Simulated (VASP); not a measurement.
# Pb (P6_3/mmc) in VASP: notebook

The runs below take Pb through relaxation of shape and atoms at fixed volume, with PBEsol.

Everything below comes from runs of VASP 6.6.1. Logs are shortened: lines on timing, memory, paths and dates and some standing lists are left out, and cuts for length are marked.

### Step 1. The cell of the first run

The structure is hexagonal, space group P6_3/mmc (No. 194). Conventional cell: a = 3.490 Å, b = 3.490 Å, c = 5.839 Å, α = 90.00°, β = 90.00°, γ = 120.00°. Pb (site symmetry -6m2) has 12 Pb at 3.49 to 3.55 Å within 4.6 Å.

This isn't the form of Pb at room conditions, which is fcc.

### Step 2. Relaxation of shape and atoms at fixed volume, PBEsol (30.80 Å³/atom)

The input, INCAR:

```
PREC = Accurate
ENCUT = 600
EDIFF = 1E-6
ISMEAR = 0
SIGMA = 0.1
LREAL = False
LASPH = True
NELM = 60
ALGO = Fast
ISIF = 4
LWAVE = False
LCHARG = False
GGA = PS
IBRION = 2
NSW = 50
EDIFFG = -0.01
```

The input, KPOINTS:

```
regular mesh
0
Gamma
  12 12 8
```

The input, POSCAR:

```
Pb
1.0
    3.4900951995      0.0000000000      0.0000000000
   -1.7450475997      3.0225111044      0.0000000000
    0.0000000000      0.0000000000      5.8385957843
Pb
2
Direct
    0.3333333333      0.6666666667      0.2500000000
    0.6666666667      0.3333333333      0.7500000000
```

Potentials or basis: VASP PAW PBE potentials, release 64 (Pb_d).

Launch:

```
$ cat potpaw_PBE.64/Pb_d/POTCAR > POTCAR
$ mpirun -np 1 vasp_std > vasp.out
```

OUTCAR:

```text
PREC = Accurate
   ENCUT = 600
   EDIFF = 1E-6
   ISMEAR = 0
   LREAL = False
   LASPH = True
   NELM = 60
   ISIF = 4
   GGA = PS
   IBRION = 2
   NSW = 50
   EDIFFG = -0.01

 ion  position               nearest neighbor table
   1  0.333  0.667  0.250-   2 3.55   2 3.55   2 3.55   2 3.55   2 3.55   2 3.55
   2  0.667  0.333  0.750-   1 3.55   1 3.55   1 3.55   1 3.55   1 3.55   1 3.55

  LATTYP: Found a hexagonal cell.
 ALAT       =     3.4900951995
 C/A-ratio  =     1.6729044483

  Lattice vectors:

 A1 = (   3.4900951995,   0.0000000000,   0.0000000000)
 A2 = (  -1.7450475997,   3.0225111044,   0.0000000000)
 A3 = (   0.0000000000,   0.0000000000,   5.8385957843)

Analysis of symmetry for initial positions (statically):
=====================================================================
 Subroutine PRICEL returns:
 Original cell was already a primitive cell.

 Routine SETGRP: Setting up the symmetry group for a
 hexagonal supercell.

 Subroutine GETGRP returns: Found 24 space group operations
 (whereof 12 operations were pure point group operations)
 out of a pool of 24 trial point group operations.

The static configuration has the point symmetry D_3d.
 The point group associated with its full space group is D_6h.

Analysis of symmetry for dynamics (positions and initial velocities):
=====================================================================
 Subroutine PRICEL returns:
 Original cell was already a primitive cell.

 Routine SETGRP: Setting up the symmetry group for a
 hexagonal supercell.

 Subroutine GETGRP returns: Found 24 space group operations
 (whereof 12 operations were pure point group operations)
 out of a pool of 24 trial point group operations.

The dynamic configuration has the point symmetry D_3d.
 The point group associated with its full space group is D_6h.

 Subroutine INISYM returns: Found 24 space group operations
 (whereof 12 operations are pure point group operations),
 and found     1 'primitive' translations

----------------------------------------------------------------------------------------

                                     Primitive cell

  volume of cell :      61.5905

  direct lattice vectors                    reciprocal lattice vectors
     3.490095199  0.000000000  0.000000000     0.286525136  0.165425364  0.000000000
    -1.745047600  3.022511104  0.000000000     0.000000000  0.330850728  0.000000000
     0.000000000  0.000000000  5.838595784     0.000000000  0.000000000  0.171274059

  length of vectors
[... 84 lines left out ...]
   EDIFFG = -.1E-01   stopping-criterion for IOM
   NSW    =     50    number of steps for IOM
   IBRION =      2    ionic relax: 0-MD 1-quasi-New 2-CG
   NFREE  =      1    steps in history (QN), initial steepest desc. (CG)
   ISIF   =      4    stress and relaxation
   ISYM   =      2    0-nonsym 1-usesym 2-fastsym
   POTIM  = 0.5000    time-step for ionic-motion
   TEBEG  =    0.0;   TEEND  =   0.0 temperature during run
   PSTRESS=    0.0 pullay stress
   NELECT =      28.0000    total number of electrons
   NUPDOWN=      -1.0000    fix difference up-down
   EMIN   =  10.00;   EMAX   =-10.00  energy-range for DOS
   EFERMI =   0.00;   METHOD = LEGACY
   ISMEAR =     0;   SIGMA  =   0.10  broadening in eV -4-tet -1-fermi 0-gaus
   EFERMI_NEDOS =   21; number of points for ismear=-14 and -15
   IALGO  =     68    algorithm
   IMIX   =      4    mixing-type and parameters
     AMIX     =   0.40;   BMIX     =  1.00
     AMIX_MAG =   1.60;   BMIX_MAG =  1.00
  volume/ion in A,a.u.               =      30.80       207.82
  Fermi-wavevector in a.u.,A,eV,Ry     =   1.258799  2.378785 21.559443  1.584574
  Thomas-Fermi vector in A             =   2.392390
   LORBIT       =      0    0 simple, 1 ext, 2 COOP (PROOUT), +10 PAW based schemes
   GGA     = PS    functional components
   LHFCALC =     F    Hartree Fock is set to
   AEXX    =    0.0000 exact exchange contribution
   IVDW    =     0    specifies the selected vdW correction
   LEPSILON=     F    determine dielectric tensor
   LRPA    =     F    only Hartree local field effects (RPA)
 conjugate gradient relaxation of ions
 non-spin polarized calculation
 RMM-DIIS sequential band-by-band and
 Gauss-broadening in eV      SIGMA  =   0.10
  energy-cutoff  :      600.00
  volume of cell :       61.59
 maximum number of plane-waves:      2076
 NGX is ok and might be reduce to    28
   NGX = 13   NGY = 13   NGZ = 23

 number of electron      27.9999999 magnetization

 Free energy of the ion-electron system (eV)
  ---------------------------------------------------
  ext. energy  EPLUGINS =         0.00000000
  ---------------------------------------------------
  free energy    TOTEN  =        -7.96602956 eV

  energy without entropy =       -7.95870082  energy(sigma->0) =       -7.96236519

 E-fermi :   6.8748     XC(G=0): -10.2681

 val. band max:        6.8594590327   @ k =   0.4167   0.1667   0.0000
 cond. band min:       6.8980229063   @ k =   0.2500   0.0833   0.3750
 fundamental gap:      0.0385638736
 Fermi energy:         6.8747852209

 k-point     1 :       0.0000    0.0000    0.0000
  band No.  band energies     occupation
      1     -10.0847      2.00000
      2     -10.0695      2.00000
      3     -10.0373      2.00000
      4     -10.0373      2.00000
      5     -10.0190      2.00000
      6     -10.0190      2.00000
[... 481 lines left out ...]
      5      -9.9477      2.00000
      6      -9.9282      2.00000
[... 10 lines left out ...]
     17      11.1104      0.00000
     18      12.7576      0.00000

 [... further k-points ...]

------------------------ aborting loop because EDIFF is reached ----------------------------------------

  FORCE on cell =-STRESS in cart. coord.  units (eV):
  Direction    XX          YY          ZZ          XY          YZ          ZX
  --------------------------------------------------------------------------------------
  -------------------------------------------------------------------------------------
  Total       -0.4879088     -0.4879088     -0.4967270     -0.0000000      0.0000000      0.0000000
  in kB      -12.6921621    -12.6921621    -12.9215544     -0.0000000      0.0000000      0.0000000
  external PRESSURE =     -12.7686262 kB  Pullay stress =       0.0000000 kB

 VOLUME and BASIS-vectors are now :
 -----------------------------------------------------------------------------
  energy-cutoff  :      600.00
  volume of cell :       61.59
      direct lattice vectors                 reciprocal lattice vectors
     3.490095199  0.000000000  0.000000000     0.286525136  0.165425364  0.000000000
    -1.745047600  3.022511104  0.000000000     0.000000000  0.330850728  0.000000000
     0.000000000  0.000000000  5.838595784     0.000000000  0.000000000  0.171274059

 POSITION                                       TOTAL-FORCE (eV/Angst)
 -----------------------------------------------------------------------------------
     -0.00000      2.01501      1.45965        -0.000000     -0.000000      0.000000
      1.74505      1.00750      4.37895         0.000000      0.000000      0.000000
 -----------------------------------------------------------------------------------
    total drift:                                0.000000     -0.000000      0.000000

  FREE ENERGIE OF THE ION-ELECTRON SYSTEM (eV)
  ---------------------------------------------------
  free  energy   TOTEN  =        -7.9660295570 eV

  energy  without entropy=       -7.9587008205  energy(sigma->0) =       -7.96236519

 reached required accuracy - stopping structural energy minimisation
```

OSZICAR:

```text
N       E                     dE             d eps       ncg     rms          rms(c)
DAV:   1     0.291152880489E+03    0.29115E+03   -0.15819E+04  3420   0.209E+03
DAV:   2     0.117950304960E+02   -0.27936E+03   -0.27592E+03  3420   0.452E+02
DAV:   3    -0.742357430490E+01   -0.19219E+02   -0.18968E+02  4282   0.148E+02
DAV:   4    -0.797628369841E+01   -0.55271E+00   -0.54987E+00  4012   0.289E+01
DAV:   5    -0.799944794643E+01   -0.23164E-01   -0.23161E-01  4076   0.535E+00    0.798E-01
RMM:   6    -0.797226264800E+01    0.27185E-01   -0.46512E-02  3427   0.300E+00    0.396E-01
RMM:   7    -0.796554885315E+01    0.67138E-02   -0.31103E-02  3439   0.195E+00    0.134E-01
RMM:   8    -0.796566755286E+01   -0.11870E-03   -0.69950E-03  3680   0.147E+00    0.364E-02
RMM:   9    -0.796592674112E+01   -0.25919E-03   -0.33439E-03  3854   0.619E-01    0.348E-02
RMM:  10    -0.796595754957E+01   -0.30808E-04   -0.96724E-04  3578   0.576E-01    0.857E-03
RMM:  11    -0.796602560223E+01   -0.68053E-04   -0.73861E-04  4618   0.266E-01    0.103E-02
RMM:  12    -0.796603017569E+01   -0.45735E-05   -0.59223E-05  3877   0.836E-02    0.836E-03
RMM:  13    -0.796603111730E+01   -0.94161E-06   -0.12959E-05  3166   0.349E-02    0.813E-03
RMM:  14    -0.796602983096E+01    0.12863E-05   -0.25688E-06  2251   0.230E-02    0.442E-03
RMM:  15    -0.796602955700E+01    0.27395E-06   -0.16063E-06  2011   0.192E-02
   1 F= -.79660296E+01 E0= -.79623652E+01  d E =-.796603E+01
```

CONTCAR:

```text
Pb
   1.00000000000000
     3.4900951994999998    0.0000000000000000    0.0000000000000000
    -1.7450475996999999    3.0225111043999999    0.0000000000000000
     0.0000000000000000    0.0000000000000000    5.8385957842999998
  Pb
     2
Direct
     0.3333333332999970    0.6666666667000030    0.2500000000000000
     0.6666666667000030    0.3333333332999970    0.7500000000000000

  0.00000000E+00  0.00000000E+00  0.00000000E+00
  0.00000000E+00  0.00000000E+00  0.00000000E+00
```

It took 1.8 min on 1 thread of Intel Xeon Platinum 8488C (Sapphire Rapids), shared host; peak memory 0.25 GiB.

What came out:

- Free energy: -7.9660 eV
- Pressure after relaxing: -1.3 GPa
- Band gap on the k mesh: zero (bands 14 and 15 overlap by 7.78 eV)

Final structure:
```
Pb
1.0
     3.49010    0.00000    0.00000
    -1.74505    3.02251    0.00000
     0.00000    0.00000    5.83860
Pb
2
Cartesian
  0.0000 2.0150 1.4596
  1.7450 1.0075 4.3789
```

Caveat: the PAW data sets were made with another functional, which shifts forces and pressure a little; spin-orbit coupling is left out, which moves the levels of the heavy elements.

### Step 3. Relaxation of shape and atoms at fixed volume, PBEsol (31.69 Å³/atom)

This run uses another cell than the first one, of 31.69 Å³/atom.

The input, INCAR:

```
SYSTEM = Pb
PREC = Accurate
ENCUT = 600
EDIFF = 1E-6
ISMEAR = 0
SIGMA = 0.1
LREAL = .False.
LASPH = .True.
NELM = 60
ALGO = Fast
ISIF = 4
LWAVE = .False.
LCHARG = .False.
GGA = PS
IBRION = 2
NSW = 50
EDIFFG = -0.01
```

The input, KPOINTS:

```
regular mesh
0
Gamma
  12 12 8
  0 0 0
```

The input, POSCAR:

```
Pb
1.0
    3.5236558660      0.0000000000      0.0000000000
   -1.7618279330      3.0515754941      0.0000000000
    0.0000000000      0.0000000000      5.8947395725
Pb
2
Direct
    0.3333333333      0.6666666667      0.2500000000
    0.6666666667      0.3333333333      0.7500000000
```

Potentials or basis: VASP PAW PBE potentials, release 64 (Pb_d).

Launch:

```
$ cat potpaw_PBE.64/Pb_d/POTCAR > POTCAR
$ mpirun -np 1 vasp_std > vasp.out
```

OUTCAR:

```text
SYSTEM = Pb
   PREC = Accurate
   ENCUT = 600
   EDIFF = 1E-6
   ISMEAR = 0
   LREAL = .False.
   LASPH = .True.
   NELM = 60
   ISIF = 4
   GGA = PS
   IBRION = 2
   NSW = 50
   EDIFFG = -0.01

 ion  position               nearest neighbor table
   1  0.333  0.667  0.250-   2 3.58   2 3.58   2 3.58   2 3.58   2 3.58   2 3.58
   2  0.667  0.333  0.750-   1 3.58   1 3.58   1 3.58   1 3.58   1 3.58   1 3.58

  LATTYP: Found a hexagonal cell.
 ALAT       =     3.5236558660
 C/A-ratio  =     1.6729044483

  Lattice vectors:

 A1 = (   3.5236558660,   0.0000000000,   0.0000000000)
 A2 = (  -1.7618279330,   3.0515754941,   0.0000000000)
 A3 = (   0.0000000000,   0.0000000000,   5.8947395725)

Analysis of symmetry for initial positions (statically):
=====================================================================
 Subroutine PRICEL returns:
 Original cell was already a primitive cell.

 Routine SETGRP: Setting up the symmetry group for a
 hexagonal supercell.

 Subroutine GETGRP returns: Found 24 space group operations
 (whereof 12 operations were pure point group operations)
 out of a pool of 24 trial point group operations.

The static configuration has the point symmetry D_3d.
 The point group associated with its full space group is D_6h.

Analysis of symmetry for dynamics (positions and initial velocities):
=====================================================================
 Subroutine PRICEL returns:
 Original cell was already a primitive cell.

 Routine SETGRP: Setting up the symmetry group for a
 hexagonal supercell.

 Subroutine GETGRP returns: Found 24 space group operations
 (whereof 12 operations were pure point group operations)
[... 116 lines left out ...]
   EMIN   =  10.00;   EMAX   =-10.00  energy-range for DOS
   EFERMI =   0.00;   METHOD = LEGACY
   ISMEAR =     0;   SIGMA  =   0.10  broadening in eV -4-tet -1-fermi 0-gaus
   EFERMI_NEDOS =   21; number of points for ismear=-14 and -15
   IALGO  =     68    algorithm
   IMIX   =      4    mixing-type and parameters
     AMIX     =   0.40;   BMIX     =  1.00
     AMIX_MAG =   1.60;   BMIX_MAG =  1.00
  volume/ion in A,a.u.               =      31.69       213.87
  Fermi-wavevector in a.u.,A,eV,Ry     =   1.246809  2.356128 21.150718  1.554534
  Thomas-Fermi vector in A             =   2.380970
   LORBIT       =      0    0 simple, 1 ext, 2 COOP (PROOUT), +10 PAW based schemes
   GGA     = PS    functional components
   LHFCALC =     F    Hartree Fock is set to
   AEXX    =    0.0000 exact exchange contribution
   IVDW    =     0    specifies the selected vdW correction
   LEPSILON=     F    determine dielectric tensor
   LRPA    =     F    only Hartree local field effects (RPA)
 conjugate gradient relaxation of ions
 non-spin polarized calculation
 RMM-DIIS sequential band-by-band and
 Gauss-broadening in eV      SIGMA  =   0.10
  energy-cutoff  :      600.00
  volume of cell :       63.38
 maximum number of plane-waves:      2140
   NGX = 15   NGY = 15   NGZ = 23

 number of electron      27.9999992 magnetization

 Free energy of the ion-electron system (eV)
  ---------------------------------------------------
  ext. energy  EPLUGINS =         0.00000000
  ---------------------------------------------------
  free energy    TOTEN  =        -7.94556213 eV

  energy without entropy =       -7.93775974  energy(sigma->0) =       -7.94166093

 E-fermi :   6.5669     XC(G=0): -10.1316

 val. band max:        6.5447830042   @ k =   0.2500   0.0833   0.3750
 cond. band min:       6.5717299955   @ k =   0.4167   0.1667   0.0000
 fundamental gap:      0.0269469913
 Fermi energy:         6.5668581310

 k-point     1 :       0.0000    0.0000    0.0000
  band No.  band energies     occupation
      1     -10.3724      2.00000
      2     -10.3623      2.00000
      3     -10.3320      2.00000
      4     -10.3320      2.00000
      5     -10.3155      2.00000
      6     -10.3155      2.00000
[... 481 lines left out ...]
      5     -10.2494      2.00000
      6     -10.2313      2.00000
[... 10 lines left out ...]
     17      10.7051      0.00000
     18      12.2892      0.00000

 [... further k-points ...]

------------------------ aborting loop because EDIFF is reached ----------------------------------------

  FORCE on cell =-STRESS in cart. coord.  units (eV):
  Direction    XX          YY          ZZ          XY          YZ          ZX
  --------------------------------------------------------------------------------------
  -------------------------------------------------------------------------------------
  Total       -0.9117899     -0.9117899     -0.9337055      0.0000000      0.0000000      0.0000000
  in kB      -23.0474632    -23.0474632    -23.6014272      0.0000000      0.0000000      0.0000000
  external PRESSURE =     -23.2321179 kB  Pullay stress =       0.0000000 kB

 VOLUME and BASIS-vectors are now :
 -----------------------------------------------------------------------------
  energy-cutoff  :      600.00
  volume of cell :       63.38
      direct lattice vectors                 reciprocal lattice vectors
     3.523655866  0.000000000  0.000000000     0.283796159  0.163849789  0.000000000
    -1.761827933  3.051575494  0.000000000     0.000000000  0.327699577  0.000000000
     0.000000000  0.000000000  5.894739572     0.000000000  0.000000000  0.169642779

 POSITION                                       TOTAL-FORCE (eV/Angst)
 -----------------------------------------------------------------------------------
     -0.00000      2.03438      1.47368         0.000000      0.000000      0.000000
      1.76183      1.01719      4.42105        -0.000000     -0.000000      0.000000
 -----------------------------------------------------------------------------------
    total drift:                               -0.000000      0.000000      0.000000

  FREE ENERGIE OF THE ION-ELECTRON SYSTEM (eV)
  ---------------------------------------------------
  free  energy   TOTEN  =        -7.9455621267 eV

  energy  without entropy=       -7.9377597421  energy(sigma->0) =       -7.94166093

 reached required accuracy - stopping structural energy minimisation
```

Run time: 2.3 min. Hardware: 1 thread of Intel Xeon Platinum 8488C (Sapphire Rapids), shared host; peak memory 0.26 GiB.

What came out:

```yaml
Free_energy: -7.9456 eV
Pressure_after_relaxing: -2.3 GPa
Band_gap_on_the_k_mesh: zero (bands 14 and 15 overlap by 7.54 eV)
```

Final structure:
```yaml
crystal:
  lattice:
    - [3.52366, 0.00000, 0.00000]
    - [-1.76183, 3.05158, 0.00000]
    - [0.00000, 0.00000, 5.89474]
  atoms:
    - { symbol: Pb, position: [0.33333, 0.66667, 0.25000] }
    - { symbol: Pb, position: [0.66667, 0.33333, 0.75000] }
```

Levels at points of the mesh, in eV from the Fermi level:
| k point | band 10 | band 11 | band 12 | band 13 | band 14 | band 15 | band 16 | band 17 | band 18 |
| --- | --- | --- | --- | --- | --- | --- | --- | --- | --- |
| (0.00, 0.00, 0.00) | -16.69 | -11.43 | -8.25 | -4.00 | 5.63 | 5.63 | 6.81 | 7.23 | 7.23 |
| (0.50, 0.00, 0.00) | -16.65 | -8.13 | -7.04 | -2.90 | -1.55 | -0.39 | 1.73 | 2.22 | 5.37 |
| (0.00, 0.00, 0.50) | -16.74 | -10.34 | -10.34 | 0.46 | 0.46 | 6.39 | 6.39 | 6.39 | 6.39 |
| (0.50, 0.00, 0.50) | -16.65 | -7.46 | -7.46 | -3.46 | -3.46 | 3.26 | 3.26 | 3.45 | 3.45 |

Caveat: the PAW data sets were made with another functional, which shifts forces and pressure a little; spin-orbit coupling is left out, which moves the levels of the heavy elements.

The gap in the log of VASP goes by the Fermi energy; the results here count the filled bands.